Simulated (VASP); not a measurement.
# CaSe (I-4m2) in VASP: further runs

Runs on CaSe. Level: LDA. Tasks: single point.

All numbers are computed with VASP 6.6.1; they aren't measurements. Logs are shortened: lines on timing, memory, paths and dates and some standing lists are left out, and cuts for length are marked.

## 1. The cell of the first run

Symmetry: I-4m2, No. 119, tetragonal system. Conventional cell: a = 4.807 Å, b = 4.807 Å, c = 6.501 Å, α = 90.00°, β = 90.00°, γ = 90.00°. Ca (site symmetry -4m2) has 4 Se at 2.90 Å within 3.8 Å. Within 3.8 Å of Se (site symmetry -4m2) lie 4 Ca at 2.90 Å.

## 2. Single point, LDA (strain +0.030 along x and y, -0.015 along z)

Input file INCAR:

```
SYSTEM = CaSe
ALGO     = Normal         ! electronic algorithm
EDIFF    = 1E-7           ! SCF threshold, eV
ENCUT    = 520            ! plane-wave cutoff, eV
GGA      = CA             ! functional
ISIF     = 2              ! what is computed and relaxed
ISMEAR   = 0              ! smearing method
LASPH    = .TRUE.         ! aspherical terms in the spheres
LCHARG   = .FALSE.        ! write CHGCAR
LREAL    = .FALSE.        ! projectors in reciprocal space
LWAVE    = .FALSE.        ! write WAVECAR
NBANDS   = 15             ! bands
NELM     = 60             ! most SCF steps
PREC     = Accurate       ! precision mode
SIGMA    = 0.05           ! smearing width, eV
```

Input file KPOINTS:

```
k-points
0
G
  6 6 6
  0 0 0
```

Input file POSCAR:

```
CaSe
1.0
    0.0000000000      3.3990000000      3.2505000000
    3.3990000000      0.0000000000      3.2505000000
    3.3990000000      3.3990000000      0.0000000000
Ca Se
1 1
Direct
    0.0000000000      0.0000000000      0.0000000000
    0.7500000000      0.7500000000      0.7500000000
```

Potentials or basis: VASP PAW LDA potentials, release 64 (Ca_sv, Se).

Run with:

```sh
$ cat potpaw_LDA.64/Ca_sv/POTCAR potpaw_LDA.64/Se/POTCAR > POTCAR
$ mpirun -np 1 vasp_std > vasp.out
```

OUTCAR:

```text
SYSTEM = CaSe
   EDIFF = 1E-7
   ENCUT = 520
   GGA = CA
   ISIF = 2
   ISMEAR = 0
   LASPH = .TRUE.
   LREAL = .FALSE.
   NELM = 60
   PREC = Accurate

 ion  position               nearest neighbor table
   1  0.000  0.000  0.000-   2 2.90   2 2.90   2 2.90   2 2.90
   2  0.750  0.750  0.750-   1 2.90   1 2.90   1 2.90   1 2.90

  LATTYP: Found a body centered tetragonal cell.
 ALAT       =     4.8069118985
 C/A-ratio  =     1.3524275329

  Lattice vectors:

 A1 = (   0.0000000000,  -3.3990000000,  -3.2505000000)
 A2 = (   0.0000000000,   3.3990000000,  -3.2505000000)
 A3 = (   3.3990000000,   0.0000000000,   3.2505000000)

Analysis of symmetry for initial positions (statically):
=====================================================================
 Subroutine PRICEL returns:
 Original cell was already a primitive cell.

 Routine SETGRP: Setting up the symmetry group for a
 body centered tetragonal supercell.

 Subroutine GETGRP returns: Found  8 space group operations
 (whereof  8 operations were pure point group operations)
 out of a pool of 16 trial point group operations.

The static configuration has the point symmetry D_2d.

Analysis of symmetry for dynamics (positions and initial velocities):
=====================================================================
 Subroutine PRICEL returns:
 Original cell was already a primitive cell.

 Routine SETGRP: Setting up the symmetry group for a
 body centered tetragonal supercell.

 Subroutine GETGRP returns: Found  8 space group operations
 (whereof  8 operations were pure point group operations)
 out of a pool of 16 trial point group operations.

The dynamic configuration has the point symmetry D_2d.

 Subroutine INISYM returns: Found  8 space group operations
 (whereof  8 operations are pure point group operations),
 and found     1 'primitive' translations

----------------------------------------------------------------------------------------

                                     Primitive cell

  volume of cell :      75.1074

  direct lattice vectors                    reciprocal lattice vectors
     0.000000000  3.399000000  3.250500000    -0.147102089  0.147102089  0.153822489
     3.399000000  0.000000000  3.250500000     0.147102089 -0.147102089  0.153822489
     3.399000000  3.399000000  0.000000000     0.147102089  0.147102089 -0.153822489

  length of vectors
     4.703078912  4.703078912  4.806911899     0.258726510  0.258726510  0.258726510

[... 83 lines left out ...]
   NSW    =      0    number of steps for IOM
   IBRION =     -1    ionic relax: 0-MD 1-quasi-New 2-CG
   NFREE  =      0    steps in history (QN), initial steepest desc. (CG)
   ISIF   =      2    stress and relaxation
   ISYM   =      2    0-nonsym 1-usesym 2-fastsym
   POTIM  = 0.5000    time-step for ionic-motion
   TEBEG  =    0.0;   TEEND  =   0.0 temperature during run
   PSTRESS=    0.0 pullay stress
   NELECT =      16.0000    total number of electrons
   NUPDOWN=      -1.0000    fix difference up-down
   EMIN   =  10.00;   EMAX   =-10.00  energy-range for DOS
   EFERMI =   0.00;   METHOD = LEGACY
   ISMEAR =     0;   SIGMA  =   0.05  broadening in eV -4-tet -1-fermi 0-gaus
   EFERMI_NEDOS =   21; number of points for ismear=-14 and -15
   IALGO  =     38    algorithm
   IMIX   =      4    mixing-type and parameters
     AMIX     =   0.40;   BMIX     =  1.00
     AMIX_MAG =   1.60;   BMIX_MAG =  1.00
  volume/ion in A,a.u.               =      37.55       253.42
  Fermi-wavevector in a.u.,A,eV,Ry     =   0.977734  1.847649 13.006673  0.955964
  Thomas-Fermi vector in A             =   2.108454
   LORBIT       =      0    0 simple, 1 ext, 2 COOP (PROOUT), +10 PAW based schemes
   GGA     = CA    functional components
   LHFCALC =     F    Hartree Fock is set to
   AEXX    =    0.0000 exact exchange contribution
   IVDW    =     0    specifies the selected vdW correction
   LEPSILON=     F    determine dielectric tensor
   LRPA    =     F    only Hartree local field effects (RPA)
 non-spin polarized calculation
 Gauss-broadening in eV      SIGMA  =   0.05
  energy-cutoff  :      520.00
  volume of cell :       75.11
 maximum number of plane-waves:      2037
   NGX = 17   NGY = 17   NGZ = 17

 number of electron      15.9999999 magnetization

 Free energy of the ion-electron system (eV)
  ---------------------------------------------------
  ext. energy  EPLUGINS =         0.00000000
  ---------------------------------------------------
  free energy    TOTEN  =        -9.74871871 eV

  energy without entropy =       -9.74871871  energy(sigma->0) =       -9.74871871

 E-fermi :  -0.4118     XC(G=0):  -7.7893

 val. band max:       -0.6596005784   @ k =   0.5000  -0.0000   0.0000
 cond. band min:       2.0516300857   @ k =   0.0000   0.0000   0.0000
 fundamental gap:      2.7112306641
 Fermi energy:        -0.4118395198

 k-point     1 :       0.0000    0.0000    0.0000
  band No.  band energies     occupation
      1     -39.5542      2.00000
      2     -20.8580      2.00000
      3     -20.8460      2.00000
      4     -20.8460      2.00000
      5     -11.0014      2.00000
      6      -0.7973      2.00000
      7      -0.7973      2.00000
      8      -0.7460      2.00000
      9       2.0516      0.00000
     10       4.2779      0.00000
     11       4.4772      0.00000
     12       6.1800      0.00000
     13       6.1800      0.00000
     14       6.3501      0.00000
[... 401 lines left out ...]
      2     -20.8801      2.00000
      3     -20.8679      2.00000
      4     -20.8547      2.00000
      5     -10.7314      2.00000
      6      -1.7988      2.00000
      7      -0.9281      2.00000
      8      -0.7089      2.00000
      9       2.8658      0.00000
     10       4.0656      0.00000
     11       4.7767      0.00000
     12       5.2597      0.00000
     13       5.3778      0.00000
     14       6.3696      0.00000
     15       7.7874      0.00000

 [... further k-points ...]
[... 5 lines left out ...]
  --------------------------------------------------------------------------------------
  -------------------------------------------------------------------------------------
  Total       -1.7817380     -1.7817380     -1.6012482      0.0000000      0.0000000      0.0000000
  in kB      -38.0077304    -38.0077304    -34.1575524      0.0000000      0.0000000      0.0000000
  external PRESSURE =     -36.7243377 kB  Pullay stress =       0.0000000 kB

 VOLUME and BASIS-vectors are now :
 -----------------------------------------------------------------------------
  energy-cutoff  :      520.00
  volume of cell :       75.11
      direct lattice vectors                 reciprocal lattice vectors
     0.000000000  3.399000000  3.250500000    -0.147102089  0.147102089  0.153822489
     3.399000000  0.000000000  3.250500000     0.147102089 -0.147102089  0.153822489
     3.399000000  3.399000000  0.000000000     0.147102089  0.147102089 -0.153822489

 POSITION                                       TOTAL-FORCE (eV/Angst)
 -----------------------------------------------------------------------------------
      0.00000      0.00000      0.00000        -0.000000     -0.000000      0.000000
      5.09850      5.09850      4.87575         0.000000      0.000000      0.000000
 -----------------------------------------------------------------------------------
    total drift:                                0.000000      0.000000      0.000000

  FREE ENERGIE OF THE ION-ELECTRON SYSTEM (eV)
  ---------------------------------------------------
  free  energy   TOTEN  =        -9.7487187106 eV

  energy  without entropy=       -9.7487187106  energy(sigma->0) =       -9.74871871
```

OSZICAR:

```text
N       E                     dE             d eps       ncg     rms          rms(c)
DAV:   1     0.108104425826E+03    0.10810E+03   -0.69841E+03   900   0.928E+02
DAV:   2    -0.455822941508E+01   -0.11266E+03   -0.10631E+03  1124   0.230E+02
DAV:   3    -0.993696682810E+01   -0.53787E+01   -0.53328E+01  1288   0.474E+01
DAV:   4    -0.102585849997E+02   -0.32162E+00   -0.32142E+00  1253   0.977E+00
DAV:   5    -0.102617114179E+02   -0.31264E-02   -0.31263E-02  1245   0.110E+00    0.454E+00
DAV:   6    -0.981648758139E+01    0.44522E+00   -0.59107E-01  1068   0.329E+00    0.252E+00
DAV:   7    -0.975161010651E+01    0.64877E-01   -0.18176E-01  1201   0.223E+00    0.102E+00
DAV:   8    -0.974890569784E+01    0.27044E-02   -0.24709E-02  1061   0.116E+00    0.189E-01
DAV:   9    -0.974847188332E+01    0.43381E-03   -0.25058E-03  1138   0.384E-01    0.985E-02
DAV:  10    -0.974871719782E+01   -0.24531E-03   -0.40021E-04  1005   0.121E-01    0.267E-02
DAV:  11    -0.974871834290E+01   -0.11451E-05   -0.12470E-04  1166   0.596E-02    0.586E-03
DAV:  12    -0.974871849225E+01   -0.14935E-06   -0.41629E-06  1159   0.136E-02    0.426E-03
DAV:  13    -0.974871871055E+01   -0.21830E-06   -0.38256E-07  1117   0.355E-03    0.105E-03
DAV:  14    -0.974871871061E+01   -0.57753E-10   -0.17621E-07  1144   0.191E-03
   1 F= -.97487187E+01 E0= -.97487187E+01  d E =-.137890E-13
```

stdout:

```text
POSCAR found type information on POSCAR CaSe
 POSCAR found :  2 types and       2 ions
 scaLAPACK will be used
 LDA part: xc-table for (Slater(with rela. corr.)+CA(PZ))
 , standard interpolation
 POSCAR, INCAR and KPOINTS ok, starting setup
 FFT: planning ... GRIDC
 FFT: planning ... GRID_SOFT
 FFT: planning ... GRID
 WAVECAR not read
 entering main loop
```

Run time: 26 s. Hardware: 1 thread of Intel Xeon Platinum 8259CL at 2.50GHz (Skylake/Cascade Lake), shared host; peak memory 0.19 GiB.

Results:

- Free energy: -9.7487 eV
- Pressure: -3.7 GPa
- Band gap on the k mesh: 2.71 eV, indirect (least direct gap 2.80 eV)

Caveat: the cell differs from its parent crystal (strain +0.030 along x and y, -0.015 along z). A k mesh can miss the band edges.

## 3. Single point, LDA (strain +0.030 along x and y, +0.000 along z)

Input file INCAR:

```
PREC = Accurate
ENCUT = 520
EDIFF = 1E-6
ISMEAR = 0
SIGMA = 0.05
LREAL = False
LASPH = True
NELM = 80
ALGO = Normal
ISIF = 2
LWAVE = False
LCHARG = False
GGA = CA
NBANDS = 15
```

Input file KPOINTS:

```
Automatic mesh
0
Gamma
  6 6 6
```

Input file POSCAR:

```
CaSe
1.0
    0.0000000000      3.3990000000      3.3000000000
    3.3990000000      0.0000000000      3.3000000000
    3.3990000000      3.3990000000      0.0000000000
Ca Se
1 1
Direct
    0.0000000000      0.0000000000      0.0000000000
    0.7500000000      0.7500000000      0.7500000000
```

Potentials or basis: VASP PAW LDA potentials, release 64 (Ca_sv, Se).

Run with:

```sh
$ cat potpaw_LDA.64/Ca_sv/POTCAR potpaw_LDA.64/Se/POTCAR > POTCAR
$ mpirun -np 1 vasp_std > vasp.out
```

It took 22 s on 1 thread of Intel Xeon Platinum 8259CL at 2.50GHz (Skylake/Cascade Lake), shared host; peak memory 0.19 GiB.

It converged, with:

```
Free energy            : -9.7231 eV
Pressure               : -4.0 GPa
Band gap on the k mesh : 2.69 eV, indirect (least direct gap 2.76 eV)
```

Stress tensor (GPa, compression positive):
```
-4.08  0.00  0.00
 0.00 -4.08  0.00
 0.00  0.00 -3.80
```

Levels at points of the mesh, in eV from the valence-band top:
| k point | band 6 | band 7 | band 8 | band 9 | band 10 | band 11 |
| --- | --- | --- | --- | --- | --- | --- |
| (0.00, 0.00, 0.00) | -0.11 | -0.11 | -0.08 | 2.69 | 4.96 | 5.08 |
| (0.50, 0.00, 0.00) | -1.20 | -0.08 | 0.00 | 4.69 | 5.10 | 5.12 |
| (0.50, 0.50, 0.00) | -1.17 | -0.13 | -0.13 | 3.34 | 4.60 | 5.67 |
| (0.50, 0.00, 0.50) | -1.23 | -0.06 | -0.05 | 3.30 | 4.61 | 5.66 |

Caveat: the cell differs from its parent crystal (strain +0.030 along x and y, +0.000 along z).
